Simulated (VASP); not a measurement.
# Ge: single point with LDA

The system is Ge.

```
Ge
1.0
     5.93000    0.00000    0.00000
     0.00000    5.93000    0.00000
     0.00000    0.00000    6.98000
Ge
12
Direct
  0.37500 0.16670 0.75000
  0.33330 0.87500 0.50000
  0.62500 0.83330 0.25000
  0.66670 0.12500 0.00000
  0.87500 0.33330 0.50000
  0.83330 0.62500 0.75000
  0.12500 0.66670 0.00000
  0.16670 0.37500 0.25000
  0.57500 0.42500 0.25000
  0.92500 0.92500 0.50000
  0.42500 0.57500 0.75000
  0.07500 0.07500 0.00000
```

```
Program                : VASP 6.6.1
Task                   : single point
Functional             : LDA
Potentials or basis    : VASP PAW LDA potentials, release 64 (Ge_d)
Cutoff                 : 520 eV
k mesh                 : 5 × 5 × 4
Occupations            : fermi-dirac, width 0.05 eV
Spin                   : no spin polarisation
Dipole correction      : no
Further INCAR settings : ALGO = Normal; EDIFF = 1e-06; NBANDS = 96
```

| Property | Result |
| --- | --- |
| Pressure | -1.4 GPa |
| Largest force | 0.825 eV/Å |
| Band gap on the k mesh | 0.63 eV |

Forces in eV/Å, atoms in the order of the input:
```
Ge  -0.316 -0.175  0.180
Ge   0.175 -0.316  0.180
Ge   0.316  0.175  0.180
Ge  -0.175  0.316  0.180
Ge  -0.316  0.175 -0.180
Ge   0.175  0.316 -0.180
Ge   0.316 -0.175 -0.180
Ge  -0.175 -0.316 -0.180
Ge   0.583 -0.583  0.000
Ge  -0.583 -0.583  0.000
Ge  -0.583  0.583  0.000
Ge   0.583  0.583  0.000
```

Stress tensor (GPa, compression positive):
```
-1.09  0.00  0.00
 0.00 -1.09  0.00
 0.00  0.00 -1.92
```

Levels at points of the mesh, in eV from the valence-band top:
| k point | band 80 | band 81 | band 82 | band 83 | band 84 | band 85 | band 86 | band 87 | band 88 | band 89 |
| --- | --- | --- | --- | --- | --- | --- | --- | --- | --- | --- |
| (0.00, 0.00, 0.00) | -1.89 | -0.83 | -0.83 | -0.83 | -0.06 | 1.48 | 1.48 | 1.54 | 2.46 | 3.44 |
| (0.00, 0.00, 0.50) | -1.84 | -1.09 | -1.09 | -0.59 | -0.59 | 0.88 | 0.88 | 1.54 | 1.54 | 3.38 |

It took 9 min on 1 thread of Intel(R) Xeon(R) Platinum 8259CL CPU @ 2.50GHz (Skylake/Cascade Lake), on a shared host, peak memory 0.43 GiB.

Caveat: semilocal functionals underestimate gaps, and a narrow one can read as zero. A k mesh can miss the band edges.
